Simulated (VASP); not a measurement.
# Ga (Pm-3m) in VASP: notebook, part 2 of 2

VASP 6.6.1. The steps go on from the part before.

### 4 Single point, LDA (volume scaled by 1.12)

INCAR reads:

```
PREC = Accurate
ENCUT = 520
EDIFF = 1E-7
ISMEAR = -1
SIGMA = 0.1
LREAL = False
LASPH = True
NELM = 100
ALGO = Normal
ISIF = 2
LWAVE = False
LCHARG = False
NBANDS = 12
```

KPOINTS reads:

```
Automatic mesh
0
Gamma
  13 13 13
```

POSCAR reads:

```
Ga
1.0
    2.7259102234      0.0000000000      0.0000000000
    0.0000000000      2.7259102234      0.0000000000
    0.0000000000      0.0000000000      2.7259102234
Ga
1
Direct
    0.0000000000      0.0000000000      0.0000000000
```

Potentials or basis: VASP PAW LDA potentials, release 64 (Ga_d).

On the command line:

```
> cat potpaw_LDA.64/Ga_d/POTCAR > POTCAR
> mpirun -np 1 vasp_std > vasp.out
```

OUTCAR:

```text
PREC = Accurate
   ENCUT = 520
   EDIFF = 1E-7
   ISMEAR = -1
   LREAL = False
   LASPH = True
   NELM = 100
   ISIF = 2

 ion  position               nearest neighbor table
   1  0.000  0.000  0.000-

  LATTYP: Found a simple cubic cell.
 ALAT       =     2.7259102234

  Lattice vectors:

 A1 = (   2.7259102234,   0.0000000000,   0.0000000000)
 A2 = (   0.0000000000,   2.7259102234,   0.0000000000)
 A3 = (   0.0000000000,   0.0000000000,   2.7259102234)

Analysis of symmetry for initial positions (statically):
=====================================================================
 Subroutine PRICEL returns:
 Original cell was already a primitive cell.

 Routine SETGRP: Setting up the symmetry group for a
 simple cubic supercell.

 Subroutine GETGRP returns: Found 48 space group operations
[... 9 lines left out ...]

 Routine SETGRP: Setting up the symmetry group for a
 simple cubic supercell.

 Subroutine GETGRP returns: Found 48 space group operations
[... 11 lines left out ...]
                                     Primitive cell

  volume of cell :      20.2551

  direct lattice vectors                    reciprocal lattice vectors
     2.725910223  0.000000000  0.000000000     0.366849939  0.000000000  0.000000000
     0.000000000  2.725910223  0.000000000     0.000000000  0.366849939  0.000000000
     0.000000000  0.000000000  2.725910223     0.000000000  0.000000000  0.366849939

  length of vectors
     2.725910223  2.725910223  2.725910223     0.366849939  0.366849939  0.366849939

  position of ions in fractional coordinates (direct lattice)
     0.000000000  0.000000000  0.000000000

  ion indices of the primitive-cell ions
   primitive index   ion index
                 1           1

----------------------------------------------------------------------------------------

 KPOINTS: Automatic mesh

Automatic generation of k-mesh.
 Grid dimensions read from file:
 generate k-points for:   13   13   13
[... 81 lines left out ...]
   IALGO  =     38    algorithm
   IMIX   =      4    mixing-type and parameters
     AMIX     =   0.40;   BMIX     =  1.00
     AMIX_MAG =   1.60;   BMIX_MAG =  1.00
  volume/ion in A,a.u.               =      20.26       136.69
  Fermi-wavevector in a.u.,A,eV,Ry     =   1.412140  2.668558 27.131911  1.994139
  Thomas-Fermi vector in A             =   2.533919
   LORBIT       =      0    0 simple, 1 ext, 2 COOP (PROOUT), +10 PAW based schemes
   GGA     = CA    functional components
   LHFCALC =     F    Hartree Fock is set to
   AEXX    =    0.0000 exact exchange contribution
   IVDW    =     0    specifies the selected vdW correction
   LEPSILON=     F    determine dielectric tensor
   LRPA    =     F    only Hartree local field effects (RPA)
 non-spin polarized calculation
  energy-cutoff  :      520.00
  volume of cell :       20.26
 maximum number of plane-waves:       555
   NGX = 11   NGY = 11   NGZ = 11

 number of electron      13.0000026 magnetization

 Free energy of the ion-electron system (eV)
  ---------------------------------------------------
  ext. energy  EPLUGINS =         0.00000000
  ---------------------------------------------------
  free energy    TOTEN  =        -3.48347723 eV

  energy without entropy =       -3.46387549  energy(sigma->0) =       -3.47367636

 E-fermi :   4.4182     XC(G=0): -10.8916

 val. band max:        4.4176646148   @ k =   0.4615   0.4615   0.0769
 cond. band min:       4.4448307366   @ k =   0.3846   0.3077   0.1538
 fundamental gap:      0.0271661218
 Fermi energy:         4.4182111408

 k-point     1 :       0.0000    0.0000    0.0000
  band No.  band energies     occupation
      1     -10.7633      2.00000
      2     -10.7633      2.00000
      3     -10.2600      2.00000
      4     -10.2600      2.00000
      5     -10.2600      2.00000
      6      -6.0838      2.00000
      7      13.2218      0.00000
      8      13.2218      0.00000
      9      13.2218      0.00000
     10      16.3157      0.00000
     11      16.3157      0.00000
     12      18.6624      0.00000
[... 331 lines left out ...]
 k-point    24 :       0.3846    0.3077    0.0000
  band No.  band energies     occupation
      1     -10.6155      2.00000
      2     -10.5366      2.00000
      3     -10.3677      2.00000
      4     -10.3383      2.00000
      5     -10.2905      2.00000
      6      -1.2777      2.00000
      7       3.9815      1.97494
      8       7.1359      0.00000
      9      13.0658      0.00000
     10      17.6790      0.00000
     11      21.4221      0.00000
     12      25.0702      0.00000

 [... further k-points ...]
[... 5 lines left out ...]
  --------------------------------------------------------------------------------------
  -------------------------------------------------------------------------------------
  Total       -0.6581957     -0.6581957     -0.6581957     -0.0000000     -0.0000000     -0.0000000
  in kB      -52.0632121    -52.0632121    -52.0632121     -0.0000000     -0.0000000     -0.0000000
  external PRESSURE =     -52.0632121 kB  Pullay stress =       0.0000000 kB

 VOLUME and BASIS-vectors are now :
 -----------------------------------------------------------------------------
  energy-cutoff  :      520.00
  volume of cell :       20.26
      direct lattice vectors                 reciprocal lattice vectors
     2.725910223  0.000000000  0.000000000     0.366849939  0.000000000  0.000000000
     0.000000000  2.725910223  0.000000000     0.000000000  0.366849939  0.000000000
     0.000000000  0.000000000  2.725910223     0.000000000  0.000000000  0.366849939

 POSITION                                       TOTAL-FORCE (eV/Angst)
 -----------------------------------------------------------------------------------
      0.00000      0.00000      0.00000         0.000000      0.000000      0.000000
 -----------------------------------------------------------------------------------
    total drift:                               -0.000000     -0.000000     -0.000000

  FREE ENERGIE OF THE ION-ELECTRON SYSTEM (eV)
  ---------------------------------------------------
  free  energy   TOTEN  =        -3.4834772329 eV

  energy  without entropy=       -3.4638754896  energy(sigma->0) =       -3.47367636
```

Wall time 5.8 s (1 thread of AMD EPYC 9R45 (Zen 5), shared host); peak memory 0.1 GiB.

Results:

| Item | Value |
| --- | --- |
| Free energy | -3.4835 eV |
| Pressure | -5.2 GPa |

Levels at points of the mesh, in eV from the Fermi level:
```tsv
k point	band 3	band 4	band 5	band 6	band 7	band 8	band 9	band 10
(0.00, 0.00, 0.00)	-14.68	-14.68	-14.68	-10.50	8.80	8.80	8.80	11.90
```

Caveat: the cell differs from its parent crystal (volume scaled by 1.12).

### 5 Single point, LDA

This run uses another cell than the first one, of 18.08 Å³/atom, 0.962 times its volume.

INCAR reads:

```
PREC     = Accurate       # precision mode
ENCUT    = 520            # plane-wave cutoff, eV
EDIFF    = 1E-7           # SCF threshold, eV
ISMEAR   = -1             # smearing method
SIGMA    = 0.1            # smearing width, eV
LREAL    = False          # projectors in reciprocal space
LASPH    = True           # aspherical terms in the spheres
NELM     = 100            # most SCF steps
ALGO     = Normal         # electronic algorithm
ISIF     = 2              # what is computed and relaxed
LWAVE    = False          # write WAVECAR
LCHARG   = False          # write CHGCAR
GGA      = CA             # functional
NBANDS   = 12             # bands
```

KPOINTS reads:

```
Automatic mesh
0
Gamma
  20 20 20
```

POSCAR reads:

```
Ga
1.0
    2.6248563503      0.0000000000      0.0000000000
    0.0000000000      2.6248563503      0.0000000000
    0.0000000000      0.0000000000      2.6248563503
Ga
1
Direct
    0.0000000000      0.0000000000      0.0000000000
```

On the command line:

```
> cat potpaw_LDA.64/Ga_d/POTCAR > POTCAR
> mpirun -np 1 vasp_std > vasp.out
```

It took 18 s on 1 thread of AMD EPYC 9R45 (Zen 5), shared host; peak memory 0.13 GiB.

Results (log left out):

* Free energy: -3.5266 eV
* Pressure: 0.3 GPa

Levels at points of the mesh, in eV from the Fermi level:
```tsv
k point	band 4	band 5	band 6	band 7	band 8	band 9
(0.00, 0.00, 0.00)	-14.68	-14.68	-11.28	9.61	9.61	9.61
(0.50, 0.00, 0.00)	-14.87	-14.67	-6.39	-4.55	13.43	13.43
(0.50, 0.50, 0.00)	-14.84	-14.52	-1.31	-0.80	-0.80	4.35
(0.50, 0.50, 0.50)	-14.51	-14.51	2.81	2.81	2.81	4.90
```

### 6 Overview

| cell | k mesh | gap on the mesh (eV) | pressure (GPa) |
| --- | --- | --- | --- |
| a = 2.659 Å, 1 atom | 13 × 13 × 13 | none | -2.2 |
| a = 2.693 Å, 1 atom | 13 × 13 × 13 | none | -4.0 |
| a = 2.726 Å, 1 atom | 13 × 13 × 13 | none | -5.2 |
| a = 2.625 Å, 1 atom | 20 × 20 × 20 | none | 0.3 |

Alike in all rows: task single point; level LDA; potentials or basis VASP PAW LDA potentials, release 64 (Ga_d); no spin polarisation; cutoff (eV) 520; smearing fermi-dirac 0.1 eV.

Total energies depend on the potentials used, so only differences within one code and one set of settings carry meaning.
